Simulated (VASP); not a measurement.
# LiBe in VASP: further runs, part 3 of 3

VASP 6.6.1. Earlier steps stand in the parts before.

## (4) Single point, PBEsol

This run uses another cell than the first one, of 10.89 Å³/atom.

The input, INCAR:

```
SYSTEM = LiBe
PREC = Accurate ; ENCUT = 520
EDIFF = 1E-6 ; ISMEAR = 0
SIGMA = 0.1 ; LREAL = .FALSE.
LASPH = .TRUE. ; NELM = 60
ALGO = Normal ; ISIF = 2
LWAVE = .FALSE. ; LCHARG = .FALSE.
GGA = PS ; NBANDS = 10
```

The input, KPOINTS:

```
Automatic mesh
0
G
  12 12 12
  0 0 0
```

The input, POSCAR:

```
LiBe
1.0
    2.7830414700      0.0000000000      0.0000000000
    0.0000000000      2.7830414700      0.0000000000
    0.0000000000      0.0000000000      2.8111530000
Li Be
1 1
Direct
    0.0000000000      0.0000000000      0.0000000000
    0.5000000000      0.5000000000      0.5000000000
```

Potentials or basis: VASP PAW PBE potentials, release 64 (Li_sv, Be).

Run with:

```console
$ cat potpaw_PBE.64/Li_sv/POTCAR potpaw_PBE.64/Be/POTCAR > POTCAR
$ mpirun -np 1 vasp_std > vasp.out
```

OUTCAR:

```text
SYSTEM = LiBe
   PREC = Accurate
   ENCUT = 520
   EDIFF = 1E-6
   ISMEAR = 0
   LREAL = .FALSE.
   LASPH = .TRUE.
   NELM = 60
   ISIF = 2
   GGA = PS

 ion  position               nearest neighbor table
   1  0.000  0.000  0.000-   2 2.42   2 2.42   2 2.42   2 2.42   2 2.42   2 2.42   2 2.42   2 2.42

   2  0.500  0.500  0.500-   1 2.42   1 2.42   1 2.42   1 2.42   1 2.42   1 2.42   1 2.42   1 2.42

  LATTYP: Found a simple tetragonal cell.
 ALAT       =     2.7830414700
 C/A-ratio  =     1.0101010101

  Lattice vectors:

 A1 = (   2.7830414700,   0.0000000000,   0.0000000000)
 A2 = (   0.0000000000,   2.7830414700,   0.0000000000)
 A3 = (   0.0000000000,   0.0000000000,   2.8111530000)

Analysis of symmetry for initial positions (statically):
=====================================================================
 Subroutine PRICEL returns:
 Original cell was already a primitive cell.

 Routine SETGRP: Setting up the symmetry group for a
 simple tetragonal supercell.

 Subroutine GETGRP returns: Found 16 space group operations
 (whereof 16 operations were pure point group operations)
 out of a pool of 16 trial point group operations.

The static configuration has the point symmetry D_4h.

Analysis of symmetry for dynamics (positions and initial velocities):
=====================================================================
 Subroutine PRICEL returns:
 Original cell was already a primitive cell.

 Routine SETGRP: Setting up the symmetry group for a
 simple tetragonal supercell.

 Subroutine GETGRP returns: Found 16 space group operations
 (whereof 16 operations were pure point group operations)
 out of a pool of 16 trial point group operations.

The dynamic configuration has the point symmetry D_4h.

 Subroutine INISYM returns: Found 16 space group operations
 (whereof 16 operations are pure point group operations),
 and found     1 'primitive' translations

----------------------------------------------------------------------------------------

                                     Primitive cell

  volume of cell :      21.7733

  direct lattice vectors                    reciprocal lattice vectors
     2.783041470  0.000000000  0.000000000     0.359319116  0.000000000  0.000000000
     0.000000000  2.783041470  0.000000000     0.000000000  0.359319116  0.000000000
     0.000000000  0.000000000  2.811153000     0.000000000  0.000000000  0.355725925

  length of vectors
     2.783041470  2.783041470  2.811153000     0.359319116  0.359319116  0.355725925

  position of ions in fractional coordinates (direct lattice)
     0.000000000  0.000000000  0.000000000
     0.500000000  0.500000000  0.500000000

  ion indices of the primitive-cell ions
   primitive index   ion index
                 1           1
                 2           2

----------------------------------------------------------------------------------------

 KPOINTS: Automatic mesh

Automatic generation of k-mesh.
 Grid dimensions read from file:
 generate k-points for:   12   12   12

 Generating k-lattice:

  Cartesian coordinates                     Fractional coordinates (reciprocal lattice)
     0.029943260  0.000000000  0.000000000     0.083333333  0.000000000  0.000000000
     0.000000000  0.029943260  0.000000000     0.000000000  0.083333333  0.000000000
     0.000000000  0.000000000  0.029643827     0.000000000  0.000000000  0.083333333

  Length of vectors
     0.029943260  0.029943260  0.029643827

  Shift w.r.t. Gamma in fractional coordinates (k-lattice)
     0.000000000  0.000000000  0.000000000

 Subroutine IBZKPT returns following result:
 ===========================================

 Found    196 irreducible k-points:

 Following reciprocal coordinates:
            Coordinates               Weight
  0.000000  0.000000  0.000000      1.000000
  0.083333  0.000000  0.000000      4.000000
  0.166667  0.000000  0.000000      4.000000
  0.250000  0.000000  0.000000      4.000000
  0.333333  0.000000  0.000000      4.000000
  0.416667  0.000000  0.000000      4.000000
[... 16 lines left out ...]
  0.333333  0.333333  0.000000      4.000000
  0.416667  0.333333  0.000000      8.000000
 [... further k-points ...]
   k-points           NKPTS =    196   k-points in BZ     NKDIM =    196   number of bands    NBANDS=     10
   number of dos      NEDOS =    301   number of ions     NIONS =      2
   total plane-waves  NPLWV =  13824
   dimension x,y,z NGX =    24 NGY =   24 NGZ =   24
   dimension x,y,z NGXF=    48 NGYF=   48 NGZF=   48
   ions per type =               1   1
   NGX,Y,Z   is equivalent  to a cutoff of  14.34, 14.34, 14.19 a.u.
   NGXF,Y,Z  is equivalent  to a cutoff of  28.67, 28.67, 28.39 a.u.
 SYSTEM =  LiBe
   PREC   = accura    normal or accurate (medium, high low for compatibility)
   ISTART =      0    job   : 0-new  1-cont  2-samecut
   ICHARG =      2    charge: 1-file 2-atom 10-const
   ISPIN  =      1    spin polarized calculation?
   LNONCOLLINEAR =      F non collinear calculations
   LSORBIT =      F    spin-orbit coupling
   LASPH  =      T    aspherical Exc in radial PAW
   ENCUT  =  520.0 eV  38.22 Ry    6.18 a.u.   5.17  5.17  5.23*2*pi/ulx,y,z
   NELM   =     60;   NELMIN=  2; NELMDL= -5     # of ELM steps
   EDIFF  = 0.1E-05   stopping-criterion for ELM
   LREAL  =      F    real-space projection
   EDIFFG = 0.1E-04   stopping-criterion for IOM
   NSW    =      0    number of steps for IOM
   IBRION =     -1    ionic relax: 0-MD 1-quasi-New 2-CG
   NFREE  =      0    steps in history (QN), initial steepest desc. (CG)
   ISIF   =      2    stress and relaxation
   ISYM   =      2    0-nonsym 1-usesym 2-fastsym
   POTIM  = 0.5000    time-step for ionic-motion
   TEBEG  =    0.0;   TEEND  =   0.0 temperature during run
   PSTRESS=    0.0 pullay stress
   NELECT =       5.0000    total number of electrons
   NUPDOWN=      -1.0000    fix difference up-down
   EMIN   =  10.00;   EMAX   =-10.00  energy-range for DOS
   EFERMI =   0.00;   METHOD = LEGACY
   ISMEAR =     0;   SIGMA  =   0.10  broadening in eV -4-tet -1-fermi 0-gaus
   EFERMI_NEDOS =   21; number of points for ismear=-14 and -15
   IALGO  =     38    algorithm
   IMIX   =      4    mixing-type and parameters
     AMIX     =   0.40;   BMIX     =  1.00
     AMIX_MAG =   1.60;   BMIX_MAG =  1.00
  volume/ion in A,a.u.               =      10.89        73.47
  Fermi-wavevector in a.u.,A,eV,Ry     =   1.002513  1.894476 13.674308  1.005033
  Thomas-Fermi vector in A             =   2.135006
   LORBIT       =      0    0 simple, 1 ext, 2 COOP (PROOUT), +10 PAW based schemes
   GGA     = PS    functional components
   LHFCALC =     F    Hartree Fock is set to
   AEXX    =    0.0000 exact exchange contribution
   IVDW    =     0    specifies the selected vdW correction
   LEPSILON=     F    determine dielectric tensor
   LRPA    =     F    only Hartree local field effects (RPA)
 non-spin polarized calculation
 Gauss-broadening in eV      SIGMA  =   0.10
  energy-cutoff  :      520.00
  volume of cell :       21.77
 maximum number of plane-waves:       624
 NGX is ok and might be reduce to    24
   NGX = 11   NGY = 11   NGZ = 11

 number of electron       5.0000010 magnetization

 Free energy of the ion-electron system (eV)
  ---------------------------------------------------
  ext. energy  EPLUGINS =         0.00000000
  ---------------------------------------------------
  free energy    TOTEN  =        -5.21109379 eV

  energy without entropy =       -5.20684084  energy(sigma->0) =       -5.20896732

 E-fermi :   3.0467     XC(G=0):  -9.2150

 val. band max:        3.0278667645   @ k =   0.5000   0.5000   0.2500
 cond. band min:       3.0503195418   @ k =   0.1667   0.0833   0.3333
 fundamental gap:      0.0224527773
 Fermi energy:         3.0467488206

 k-point     1 :       0.0000    0.0000    0.0000
  band No.  band energies     occupation
      1     -41.0016      2.00000
      2      -3.5393      2.00000
      3       9.0569      0.00000
      4       9.3644      0.00000
      5       9.3644      0.00000
      6      13.7161      0.00000
      7      13.9224      0.00000
      8      22.1471      0.00000
      9      22.8761      0.00000
     10      22.9664      0.00000
[... 287 lines left out ...]
 k-point    24 :       0.4167    0.3333    0.0000
  band No.  band energies     occupation
      1     -40.9635      2.00000
      2       0.1319      2.00000
      3       2.2155      2.00000
      4       6.3613      0.00000
      5      10.7875      0.00000
      6      12.9470      0.00000
      7      18.0116      0.00000
      8      19.0307      0.00000
      9      19.4766      0.00000
     10      23.3799      0.00000

 [... further k-points ...]
[... 5 lines left out ...]
  --------------------------------------------------------------------------------------
  -------------------------------------------------------------------------------------
  Total        0.0700453      0.0700453      0.1530751      0.0000000     -0.0000000      0.0000000
  in kB        5.1542538      5.1542538     11.2639621      0.0000000     -0.0000000      0.0000000
  external PRESSURE =       7.1908233 kB  Pullay stress =       0.0000000 kB

 VOLUME and BASIS-vectors are now :
 -----------------------------------------------------------------------------
  energy-cutoff  :      520.00
  volume of cell :       21.77
      direct lattice vectors                 reciprocal lattice vectors
     2.783041470  0.000000000  0.000000000     0.359319116  0.000000000  0.000000000
     0.000000000  2.783041470  0.000000000     0.000000000  0.359319116  0.000000000
     0.000000000  0.000000000  2.811153000     0.000000000  0.000000000  0.355725925

 POSITION                                       TOTAL-FORCE (eV/Angst)
 -----------------------------------------------------------------------------------
      0.00000      0.00000      0.00000         0.000000      0.000000      0.000000
      1.39152      1.39152      1.40558         0.000000      0.000000      0.000000
 -----------------------------------------------------------------------------------
    total drift:                               -0.000000      0.000000      0.000000

  FREE ENERGIE OF THE ION-ELECTRON SYSTEM (eV)
  ---------------------------------------------------
  free  energy   TOTEN  =        -5.2110937918 eV

  energy  without entropy=       -5.2068408438  energy(sigma->0) =       -5.20896732
```

It took 20 s on 1 thread of Intel Xeon 8259CL, shared host; peak memory 0.16 GiB.

Results:

- Free energy: -5.2111 eV
- Band gap on the k mesh: zero (an odd number of electrons rules out a gap without spin polarisation)

Levels at points of the mesh, in eV from the Fermi level:
| k point | band 1 | band 2 | band 3 | band 4 | band 5 | band 6 |
| --- | --- | --- | --- | --- | --- | --- |
| (0.00, 0.00, 0.00) | -44.05 | -6.59 | 6.01 | 6.32 | 6.32 | 10.67 |
| (0.50, 0.00, 0.00) | -44.03 | -3.86 | -2.33 | 8.92 | 9.19 | 12.77 |
| (0.50, 0.50, 0.00) | -44.00 | -1.13 | -1.13 | 1.46 | 6.14 | 10.76 |
| (0.00, 0.00, 0.50) | -44.03 | -3.96 | -2.36 | 9.12 | 9.12 | 13.02 |
| (0.50, 0.00, 0.50) | -44.01 | -1.21 | -1.17 | 1.34 | 6.09 | 10.93 |
| (0.50, 0.50, 0.50) | -43.99 | 2.37 | 2.37 | 2.45 | 4.94 | 4.94 |

Caveat: the cutoff is under 1.25 times the usual one of these potentials, so pressure, stress and relaxed cells hold a basis-set (Pulay) error; the PAW data sets were made with another functional, which shifts forces and pressure a little.

## (5) The runs side by side

| cell | gap on the mesh (eV) |
| --- | --- |
| a = 2.811 Å, 2 atoms | none |
| a = 2.755, b = 2.755, c = 2.811 Å, 2 atoms | none |
| a = 2.783, b = 2.783, c = 2.811 Å, 2 atoms | none |

Alike in all rows: task single point; level PBEsol; potentials or basis VASP PAW PBE potentials, release 64 (Li_sv, Be); no spin polarisation; k mesh 12 × 12 × 12; cutoff (eV) 520; smearing gaussian 0.1 eV.

Caveats: the cutoff is under 1.25 times the usual one of these potentials, so pressure, stress and relaxed cells hold a basis-set (Pulay) error; the PAW data sets were made with another functional, which shifts forces and pressure a little.

Absolute energies hang on the potentials; compare differences alone.
